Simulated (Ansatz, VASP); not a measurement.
# TiAg2 in VASP and in Ansatz

```
Ag Ti
1.0
     3.19983    0.00000    0.00000
    -1.59991    2.77114    0.00000
     0.00000    0.00000    5.72424
Ag Ti
2 1
Cartesian
  -0.0002 1.8475 1.4311
  1.6001 0.9236 4.2932
  0.0000 0.0000 0.0000
```

Alike in both runs: task single point; functional r2SCAN; k mesh 12 × 12 × 6; no spin polarisation.

|  | VASP | Ansatz |
| --- | --- | --- |
| version | VASP 6.6.1 | Ansatz 0.2.0 |
| potentials or method | VASP PAW PBE potentials, release 64 (Ag, Ti_sv), cutoff 520 eV | PAW plane waves |
| occupations | fermi-dirac, width 0.1 eV | fermi-dirac |
| valence electrons in the cell | 34 | 50 |

```tsv
	VASP	Ansatz	Ansatz less VASP
rms of the force components (eV/Å)	2.901	2.852	-0.0484
```

VASP's potentials were made for PBE, not for r2SCAN. Atom by atom the forces differ by 0.048 eV/Å (rms over components). VASP's potentials hold 34 valence electrons a cell and Ansatz's 50, so a difference there can come from the potentials and not from the codes. Ansatz's warnings: structure snapped to symmetry.
